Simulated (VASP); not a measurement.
# NaFeN (P6_3mc) in VASP: further runs

NaFeN is run at these levels: r2SCAN; tasks: single point.

All numbers are computed with VASP 6.6.1; they aren't measurements. Logs are shortened: lines on timing, memory, paths and dates and some standing lists are left out, and cuts for length are marked.

**1. The cell of the first run**

Symmetry: P6_3mc, No. 186, hexagonal system. The conventional cell has a = 2.913 Å, b = 2.913 Å, c = 9.534 Å, α = 90.00°, β = 90.00°, γ = 120.00°. Within 3.3 Å of Na (site symmetry 3m) lie 4 N at 2.51 to 2.91 Å and 6 Fe at 2.86 to 2.98 Å and 6 Na at 2.91 Å. Within 2.3 Å of Fe (site symmetry 3m) lie 3 N at 1.74 Å. N (site symmetry 3m) has 3 Fe at 1.74 Å within 2.3 Å.

**2. Single point, r2SCAN (11.68 Å³/atom)**

The input, POSCAR:

```
NaFeN
1.0
    2.9131417150      0.0000000000      0.0000000000
   -1.4565708575      2.5228547300      0.0000000000
    0.0000000000      0.0000000000      9.5340383727
Na Fe N
2 2 2
Direct
    0.6666666667      0.3333333333      0.7608134568
    0.3333333333      0.6666666667      0.2608134568
    0.0000000000      0.0000000000      0.5182365476
    0.0000000000      0.0000000000      0.0182365476
    0.3333333333      0.6666666667      0.5655899956
    0.6666666667      0.3333333333      0.0655899956
```

The input, INCAR.step1:

```
SYSTEM = NaFeN
PREC = Accurate
ENCUT = 520
ISMEAR = 0
SIGMA = 0.01
LREAL = .False.
LASPH = .True.
NELM = 80
NBANDS = 29
GGA = PE
ALGO = Normal
EDIFF = 1E-4
LWAVE = .True.
LCHARG = .False.
```

The input, INCAR.step2:

```
SYSTEM = NaFeN
PREC = Accurate
ENCUT = 520
EDIFF = 1E-6
ISMEAR = 0
SIGMA = 0.01
LREAL = .False.
LASPH = .True.
NELM = 80
ALGO = Normal
ISIF = 2
LWAVE = .False.
LCHARG = .True.
METAGGA = R2SCAN
LMIXTAU = .True.
LELF = .True.
LVHAR = .True.
NBANDS = 29
ISTART = 1
```

The input, KPOINTS:

```
Automatic mesh
0
Gamma
  9 9 2
  0 0 0
```

Potentials or basis: VASP PAW PBE potentials, release 64 (Na_pv, Fe, N).

Run with:

```console
cat potpaw_PBE.64/Na_pv/POTCAR potpaw_PBE.64/Fe/POTCAR potpaw_PBE.64/N/POTCAR > POTCAR
cp INCAR.step1 INCAR
mpirun -np 1 vasp_std > vasp.out
cp INCAR.step2 INCAR
mpirun -np 1 vasp_std > vasp.out
```

OUTCAR:

```text
SYSTEM = NaFeN
   PREC = Accurate
   ENCUT = 520
   EDIFF = 1E-6
   ISMEAR = 0
   LREAL = .False.
   LASPH = .True.
   NELM = 80
   ISIF = 2
   METAGGA = R2SCAN
   ISTART = 1

 ion  position               nearest neighbor table
   1  0.667  0.333  0.761-   3 2.86   3 2.86   3 2.86
   2  0.333  0.667  0.261-   4 2.86   4 2.86   4 2.86
   3  0.000  0.000  0.518-   5 1.74   5 1.74   5 1.74   1 2.86   1 2.86   1 2.86
   4  0.000  0.000  0.018-   6 1.74   6 1.74   6 1.74   2 2.86   2 2.86   2 2.86
   5  0.333  0.667  0.566-   3 1.74   3 1.74   3 1.74
   6  0.667  0.333  0.066-   4 1.74   4 1.74   4 1.74

  LATTYP: Found a hexagonal cell.
 ALAT       =     2.9131417150
 C/A-ratio  =     3.2727684766

  Lattice vectors:

 A1 = (   2.9131417150,   0.0000000000,   0.0000000000)
 A2 = (  -1.4565708575,   2.5228547300,   0.0000000000)
 A3 = (   0.0000000000,   0.0000000000,   9.5340383727)

Analysis of symmetry for initial positions (statically):
=====================================================================
 Subroutine PRICEL returns:
 Original cell was already a primitive cell.

 Routine SETGRP: Setting up the symmetry group for a
 hexagonal supercell.

 Subroutine GETGRP returns: Found 12 space group operations
 (whereof  6 operations were pure point group operations)
 out of a pool of 24 trial point group operations.

The static configuration has the point symmetry C_3v.
 The point group associated with its full space group is C_6v.

Analysis of symmetry for dynamics (positions and initial velocities):
=====================================================================
 Subroutine PRICEL returns:
 Original cell was already a primitive cell.

 Routine SETGRP: Setting up the symmetry group for a
 hexagonal supercell.

 Subroutine GETGRP returns: Found 12 space group operations
 (whereof  6 operations were pure point group operations)
 out of a pool of 24 trial point group operations.

The dynamic configuration has the point symmetry C_3v.
 The point group associated with its full space group is C_6v.

 Subroutine INISYM returns: Found 12 space group operations
 (whereof  6 operations are pure point group operations),
 and found     1 'primitive' translations

----------------------------------------------------------------------------------------

                                     Primitive cell

  volume of cell :      70.0698

  direct lattice vectors                    reciprocal lattice vectors
     2.913141715  0.000000000  0.000000000     0.343272006  0.198188185  0.000000000
    -1.456570858  2.522854730  0.000000000     0.000000000  0.396376370  0.000000000
     0.000000000  0.000000000  9.534038373     0.000000000  0.000000000  0.104887348

  length of vectors
     2.913141715  2.913141715  9.534038373     0.396376370  0.396376370  0.104887348

  position of ions in fractional coordinates (direct lattice)
     0.666666667  0.333333333  0.760813457
     0.333333333  0.666666667  0.260813457
     0.000000000  0.000000000  0.518236548
     0.000000000  0.000000000  0.018236548
     0.333333333  0.666666667  0.565589996
     0.666666667  0.333333333  0.065589996

  ion indices of the primitive-cell ions
   primitive index   ion index
                 1           1
                 2           2
                 3           3
                 4           4
                 5           5
                 6           6

----------------------------------------------------------------------------------------

 KPOINTS: Automatic mesh

Automatic generation of k-mesh.
 Grid dimensions read from file:
 generate k-points for:    9    9    2

 Generating k-lattice:

  Cartesian coordinates                     Fractional coordinates (reciprocal lattice)
     0.038141334  0.022020909  0.000000000     0.111111111  0.000000000  0.000000000
     0.000000000  0.044041819  0.000000000     0.000000000  0.111111111  0.000000000
     0.000000000  0.000000000  0.052443674     0.000000000  0.000000000  0.500000000

  Length of vectors
     0.044041819  0.044041819  0.052443674

[... 47 lines left out ...]

 E-fermi :   4.5725     XC(G=0): -11.6082

 val. band max:        4.5140701928   @ k =   0.2222   0.1111   0.0000
 cond. band min:       5.1371428853   @ k =   0.3333   0.3333   0.5000
 fundamental gap:      0.6230726925
 Fermi energy:         4.5725297121

 k-point     1 :       0.0000    0.0000    0.0000
  band No.  band energies     occupation
      1     -20.7790      2.00000
      2     -20.7655      2.00000
      3     -20.7049      2.00000
      4     -20.7048      2.00000
      5     -20.7047      2.00000
      6     -20.7045      2.00000
[... 21 lines left out ...]
     28      12.3700      0.00000
     29      13.3441      0.00000

 k-point     2 :       0.1111    0.0000    0.0000
  band No.  band energies     occupation
      1     -20.7708      2.00000
      2     -20.7589      2.00000
      3     -20.7378      2.00000
      4     -20.7378      2.00000
      5     -20.7119      2.00000
      6     -20.7118      2.00000
[... 21 lines left out ...]
     28      12.4108      0.00000
     29      13.8104      0.00000

 k-point     3 :       0.2222    0.0000    0.0000
  band No.  band energies     occupation
      1     -20.8237      2.00000
      2     -20.8231      2.00000
      3     -20.7475      2.00000
      4     -20.7391      2.00000
      5     -20.7297      2.00000
      6     -20.7296      2.00000
[... 21 lines left out ...]
     28      12.3351      0.00000
     29      14.7743      0.00000

 k-point     4 :       0.3333    0.0000    0.0000
  band No.  band energies     occupation
      1     -20.9175      2.00000
      2     -20.9164      2.00000
      3     -20.7499      2.00000
      4     -20.7498      2.00000
      5     -20.7230      2.00000
      6     -20.7185      2.00000
[... 597 lines left out ...]
     28      12.2847      0.00000
     29      13.7184      0.00000

 k-point    23 :       0.3333    0.2222    0.5000
  band No.  band energies     occupation
      1     -20.9400      2.00000
      2     -20.9400      2.00000
      3     -20.8330      2.00000
      4     -20.8330      2.00000
      5     -20.6998      2.00000
      6     -20.6998      2.00000
[... 21 lines left out ...]
     28      11.4289      0.00000
     29      13.7764      0.00000

 k-point    24 :       0.3333    0.3333    0.5000
  band No.  band energies     occupation
      1     -20.8984      2.00000
      2     -20.8984      2.00000
      3     -20.8943      2.00000
      4     -20.8943      2.00000
      5     -20.6960      2.00000
      6     -20.6960      2.00000
[... 21 lines left out ...]
     28      11.0991      0.00000
     29      14.2741      0.00000

------------------------ aborting loop because EDIFF is reached ----------------------------------------

  FORCE on cell =-STRESS in cart. coord.  units (eV):
  Direction    XX          YY          ZZ          XY          YZ          ZX
  --------------------------------------------------------------------------------------
  -------------------------------------------------------------------------------------
  Total        6.6086809      6.6086809      2.4126000      0.0000000      0.0000000      0.0000000
  in kB      151.1104895    151.1104895     55.1651946      0.0000000      0.0000000      0.0000000
  external PRESSURE =     119.1287246 kB  Pullay stress =       0.0000000 kB

 VOLUME and BASIS-vectors are now :
 -----------------------------------------------------------------------------
  energy-cutoff  :      520.00
  volume of cell :       70.07
      direct lattice vectors                 reciprocal lattice vectors
     2.913141715  0.000000000  0.000000000     0.343272006  0.198188185  0.000000000
    -1.456570858  2.522854730  0.000000000     0.000000000  0.396376370  0.000000000
     0.000000000  0.000000000  9.534038373     0.000000000  0.000000000  0.104887348

 POSITION                                       TOTAL-FORCE (eV/Angst)
 -----------------------------------------------------------------------------------
      1.45657      0.84095      7.25362        -0.000000      0.000000      0.087787
     -0.00000      1.68190      2.48661         0.000000     -0.000000      0.087787
      0.00000      0.00000      4.94089         0.000000      0.000000     -0.846596
      0.00000      0.00000      0.17387         0.000000      0.000000     -0.846596
     -0.00000      1.68190      5.39236         0.000000      0.000000      0.758809
      1.45657      0.84095      0.62534         0.000000      0.000000      0.758809
 -----------------------------------------------------------------------------------
    total drift:                                0.000000      0.000001     -0.006794

  FREE ENERGIE OF THE ION-ELECTRON SYSTEM (eV)
  ---------------------------------------------------
  free  energy   TOTEN  =       -54.0118560524 eV

  energy  without entropy=      -54.0118560524  energy(sigma->0) =      -54.01185605
```

Wall time 2 min (1 thread of Intel Xeon Platinum 8488C (Sapphire Rapids), shared host); peak memory 0.22 GiB.

Results:

- Free energy: -54.0119 eV
- Pressure: 11.9 GPa
- Largest force: 0.847 eV/Å
- Band gap on the k mesh: 0.62 eV (least direct gap 0.99 eV)

Forces on the atoms (eV/Å):
```
Na   0.000  0.000  0.088
Na   0.000  0.000  0.088
Fe   0.000  0.000 -0.847
Fe   0.000  0.000 -0.847
N    0.000  0.000  0.759
N    0.000  0.000  0.759
```

Levels at points of the mesh, in eV from the valence-band top:
| k point | band 17 | band 18 | band 19 | band 20 | band 21 | band 22 | band 23 | band 24 |
| --- | --- | --- | --- | --- | --- | --- | --- | --- |
| (0.00, 0.00, 0.00) | -0.69 | -0.69 | -0.68 | -0.68 | 2.23 | 3.08 | 4.84 | 4.84 |
| (0.00, 0.00, 0.50) | -0.68 | -0.68 | -0.68 | -0.68 | 2.54 | 2.54 | 4.85 | 4.85 |

Caveat: the stress differs along the axes, from 6 to 15 GPa; semilocal functionals underestimate gaps, and a narrow one can read as zero; the PAW data sets were made with another functional, which shifts forces and pressure a little. A k mesh can miss the band edges.

**3. Single point, r2SCAN (12.05 Å³/atom)**

This run uses another cell than the first one, of 12.05 Å³/atom.

Changes to POSCAR since step 2:

```diff
@@ -2,5 +2,5 @@
 1.0
-    2.9131417150      0.0000000000      0.0000000000
-   -1.4565708575      2.5228547300      0.0000000000
-    0.0000000000      0.0000000000      9.5340383727
+    2.9438086182      0.0000000000      0.0000000000
+   -1.4719043091      2.5494130473      0.0000000000
+    0.0000000000      0.0000000000      9.6344040469
 Na Fe N
```

The input, INCAR.step1:

```
PREC = Accurate
ENCUT = 520
ISMEAR = 0
SIGMA = 0.01
LREAL = False
LASPH = True
NELM = 60
NBANDS = 29
GGA = PE
ALGO = Normal
EDIFF = 1E-4
LWAVE = True
LCHARG = False
```

The input, INCAR.step2:

```
PREC = Accurate
ENCUT = 520
EDIFF = 1E-6
ISMEAR = 0
SIGMA = 0.01
LREAL = False
LASPH = True
NELM = 60
ALGO = Normal
ISIF = 2
LWAVE = False
LCHARG = False
METAGGA = R2SCAN
LMIXTAU = True
NBANDS = 29
ISTART = 1
```

The input, KPOINTS:

```
regular mesh
0
Gamma
  9 9 2
```

Potentials or basis: VASP PAW PBE potentials, release 64 (Na_pv, Fe, N).

Run with:

```console
cat potpaw_PBE.64/Na_pv/POTCAR potpaw_PBE.64/Fe/POTCAR potpaw_PBE.64/N/POTCAR > POTCAR
cp INCAR.step1 INCAR
mpirun -np 1 vasp_std > vasp.out
cp INCAR.step2 INCAR
mpirun -np 1 vasp_std > vasp.out
```

Run time: 1.9 min. Hardware: 1 thread of Intel Xeon Platinum 8488C (Sapphire Rapids), shared host; peak memory 0.22 GiB.

The run converged. Its results:

| Quantity | Value |
| --- | --- |
| Free energy | -54.1374 eV |
| Pressure | 6.2 GPa |
| Largest force | 0.477 eV/Å |
| Band gap on the k mesh | 0.59 eV (least direct gap 0.95 eV) |

Forces on the atoms (eV/Å):
```
Na   0.000  0.000  0.028
Na   0.000  0.000  0.028
Fe   0.000  0.000 -0.477
Fe   0.000  0.000 -0.477
N    0.000  0.000  0.449
N    0.000  0.000  0.449
```

Stress tensor (GPa, compression positive):
```
8.05 0.00 0.00
0.00 8.05 0.00
0.00 0.00 2.43
```

Levels at points of the mesh, in eV from the valence-band top:
| k point | band 18 | band 19 | band 20 | band 21 | band 22 | band 23 |
| --- | --- | --- | --- | --- | --- | --- |
| (0.00, 0.00, 0.00) | -0.66 | -0.66 | -0.66 | 2.13 | 2.98 | 4.65 |
| (0.00, 0.00, 0.50) | -0.66 | -0.66 | -0.66 | 2.44 | 2.44 | 4.66 |

Caveat: the stress differs along the axes, from 2 to 8 GPa; semilocal functionals underestimate gaps, and a narrow one can read as zero; the PAW data sets were made with another functional, which shifts forces and pressure a little.

**4. Single point, r2SCAN**

This run uses another cell than the first one, of 12.42 Å³/atom.

Changes to POSCAR since step 3:

```diff
@@ -2,5 +2,5 @@
 1.0
-    2.9438086182      0.0000000000      0.0000000000
-   -1.4719043091      2.5494130473      0.0000000000
-    0.0000000000      0.0000000000      9.6344040469
+    2.9738495565      0.0000000000      0.0000000000
+   -1.4869247783      2.5754292630      0.0000000000
+    0.0000000000      0.0000000000      9.7327210828
 Na Fe N
```

The input, INCAR.step1:

```
PREC     = Accurate       # precision mode
ENCUT    = 520            # plane-wave cutoff, eV
ISMEAR   = 0              # smearing method
SIGMA    = 0.01           # smearing width, eV
LREAL    = False          # projectors in reciprocal space
LASPH    = True           # aspherical terms in the spheres
NELM     = 100            # most SCF steps
NBANDS   = 29             # bands
GGA      = PE             # functional
ALGO     = Normal         # electronic algorithm
EDIFF    = 1E-4           # SCF threshold, eV
LWAVE    = True           # write WAVECAR
LCHARG   = False          # write CHGCAR
```

The input, INCAR.step2:

```
PREC     = Accurate       # precision mode
ENCUT    = 520            # plane-wave cutoff, eV
EDIFF    = 1E-6           # SCF threshold, eV
ISMEAR   = 0              # smearing method
SIGMA    = 0.01           # smearing width, eV
LREAL    = False          # projectors in reciprocal space
LASPH    = True           # aspherical terms in the spheres
NELM     = 100            # most SCF steps
ALGO     = Normal         # electronic algorithm
ISIF     = 2              # what is computed and relaxed
LWAVE    = False          # write WAVECAR
LCHARG   = True           # write CHGCAR
METAGGA  = R2SCAN         # meta-GGA
LMIXTAU  = True         
LELF     = True           # ELF
LVHAR    = True         
NBANDS   = 29             # bands
ISTART   = 1
```

KPOINTS is that of step 3.

Run with:

```console
cat potpaw_PBE.64/Na_pv/POTCAR potpaw_PBE.64/Fe/POTCAR potpaw_PBE.64/N/POTCAR > POTCAR
cp INCAR.step1 INCAR
mpirun -np 1 vasp_std > vasp.out
cp INCAR.step2 INCAR
mpirun -np 1 vasp_std > vasp.out
```

Wall time 2 min (1 thread of Intel Xeon Platinum 8488C (Sapphire Rapids), shared host); peak memory 0.22 GiB.

It converged, with:

```yaml
Free_energy: -54.1890 eV
Pressure: 1.3 GPa
Largest_force: 0.188 eV/Å
Band_gap_on_the_k_mesh: 0.57 eV (least direct gap 0.92 eV)
```

Forces in eV/Å, atoms in the order of the input:
```
Na   0.000  0.000 -0.052
Na   0.000  0.000 -0.052
Fe   0.000  0.000 -0.136
Fe   0.000  0.000 -0.136
N    0.000  0.000  0.188
N    0.000  0.000  0.188
```

Stress tensor (GPa, compression positive):
```
 2.02  0.00  0.00
 0.00  2.02  0.00
 0.00  0.00 -0.20
```

Levels at points of the mesh, in eV from the valence-band top:
```csv
k point,band 17,band 18,band 19,band 20,band 21,band 22,band 23,band 24
"(0.00, 0.00, 0.00)",-0.64,-0.64,-0.64,-0.64,2.03,2.90,4.47,4.47
"(0.00, 0.00, 0.50)",-0.64,-0.64,-0.64,-0.64,2.34,2.34,4.48,4.48
```

Caveat: semilocal functionals underestimate gaps, and a narrow one can read as zero; the PAW data sets were made with another functional, which shifts forces and pressure a little.

**5. Single point, r2SCAN (12.80 Å³/atom)**

This run uses another cell than the first one, of 12.80 Å³/atom.

Changes to POSCAR since step 4:

```diff
@@ -2,5 +2,5 @@
 1.0
-    2.9738495565      0.0000000000      0.0000000000
-   -1.4869247783      2.5754292630      0.0000000000
-    0.0000000000      0.0000000000      9.7327210828
+    3.0032955266      0.0000000000      0.0000000000
+   -1.5016477633      2.6009302211      0.0000000000
+    0.0000000000      0.0000000000      9.8290909253
 Na Fe N
```

The input, INCAR.step1:

```
SYSTEM = NaFeN
PREC     = Accurate       ! precision mode
ENCUT    = 520            ! plane-wave cutoff, eV
ISMEAR   = 0              ! smearing method
SIGMA    = 0.01           ! smearing width, eV
LREAL    = .FALSE.        ! projectors in reciprocal space
LASPH    = .TRUE.         ! aspherical terms in the spheres
NELM     = 60             ! most SCF steps
NBANDS   = 29             ! bands
GGA      = PE             ! functional
ALGO     = Normal         ! electronic algorithm
EDIFF    = 1E-4           ! SCF threshold, eV
LWAVE    = .TRUE.         ! write WAVECAR
LCHARG   = .FALSE.        ! write CHGCAR
```

The input, INCAR.step2:

```
SYSTEM = NaFeN
PREC     = Accurate       ! precision mode
ENCUT    = 520            ! plane-wave cutoff, eV
EDIFF    = 1E-6           ! SCF threshold, eV
ISMEAR   = 0              ! smearing method
SIGMA    = 0.01           ! smearing width, eV
LREAL    = .FALSE.        ! projectors in reciprocal space
LASPH    = .TRUE.         ! aspherical terms in the spheres
NELM     = 60             ! most SCF steps
ALGO     = Normal         ! electronic algorithm
ISIF     = 2              ! what is computed and relaxed
LWAVE    = .FALSE.        ! write WAVECAR
LCHARG   = .TRUE.         ! write CHGCAR
METAGGA  = R2SCAN         ! meta-GGA
LMIXTAU  = .TRUE.       
LELF     = .TRUE.         ! ELF
LVHAR    = .TRUE.       
NBANDS   = 29             ! bands
ISTART   = 1
```

The input, KPOINTS:

```
Automatic mesh
0
G
  9 9 2
  0 0 0
```

Run with:

```console
cat potpaw_PBE.64/Na_pv/POTCAR potpaw_PBE.64/Fe/POTCAR potpaw_PBE.64/N/POTCAR > POTCAR
cp INCAR.step1 INCAR
mpirun -np 1 vasp_std > vasp.out
cp INCAR.step2 INCAR
mpirun -np 1 vasp_std > vasp.out
```

It took 2.4 min on 1 thread of Intel Xeon Platinum 8488C (Sapphire Rapids), shared host; peak memory 0.23 GiB.

It converged, with:

```yaml
Free_energy: -54.1766 eV
Pressure: -2.9 GPa
Largest_force: 0.124 eV/Å
Band_gap_on_the_k_mesh: 0.54 eV (least direct gap 0.88 eV)
```

Forces in eV/Å, atoms in the order of the input:
```
Na   0.000  0.000 -0.031
Na   0.000  0.000 -0.031
Fe   0.000  0.000  0.124
Fe   0.000  0.000  0.124
N    0.000  0.000 -0.092
N    0.000  0.000 -0.092
```

Stress tensor (GPa, compression positive):
```
-3.13  0.00  0.00
 0.00 -3.13  0.00
 0.00  0.00 -2.36
```

Levels at points of the mesh, in eV from the valence-band top:
```tsv
k point	band 17	band 18	band 19	band 20	band 21	band 22	band 23	band 24
(0.00, 0.00, 0.00)	-0.62	-0.62	-0.62	-0.62	1.94	2.81	4.31	4.31
(0.00, 0.00, 0.50)	-0.62	-0.62	-0.62	-0.62	2.25	2.25	4.32	4.32
```

Caveat: semilocal functionals underestimate gaps, and a narrow one can read as zero; the PAW data sets were made with another functional, which shifts forces and pressure a little.

**6. Overview**

| cell | gap on the mesh (eV) | pressure (GPa) | largest force (eV/Å) |
| --- | --- | --- | --- |
| a = 2.913, b = 2.913, c = 9.534 Å, angles 90.0, 90.0, 120.0°, 6 atoms | 0.62 | 11.9 | 0.85 |
| a = 2.944, b = 2.944, c = 9.634 Å, angles 90.0, 90.0, 120.0°, 6 atoms | 0.59 | 6.2 | 0.48 |
| a = 2.974, b = 2.974, c = 9.733 Å, angles 90.0, 90.0, 120.0°, 6 atoms | 0.57 | 1.3 | 0.19 |
| a = 3.003, b = 3.003, c = 9.829 Å, angles 90.0, 90.0, 120.0°, 6 atoms | 0.54 | -2.9 | 0.12 |

Alike in all rows: task single point; level r2SCAN; potentials or basis VASP PAW PBE potentials, release 64 (Na_pv, Fe, N); no spin polarisation; k mesh 9 × 9 × 2; cutoff (eV) 520; smearing gaussian 0.01 eV.

Caveats: semilocal functionals underestimate gaps, and a narrow one can read as zero; the PAW data sets were made with another functional, which shifts forces and pressure a little; the stress differs along the axes, from 6 to 15 GPa (at least some runs); the stress differs along the axes, from 2 to 8 GPa (at least some runs).

Absolute energies hang on the potentials; compare differences alone.
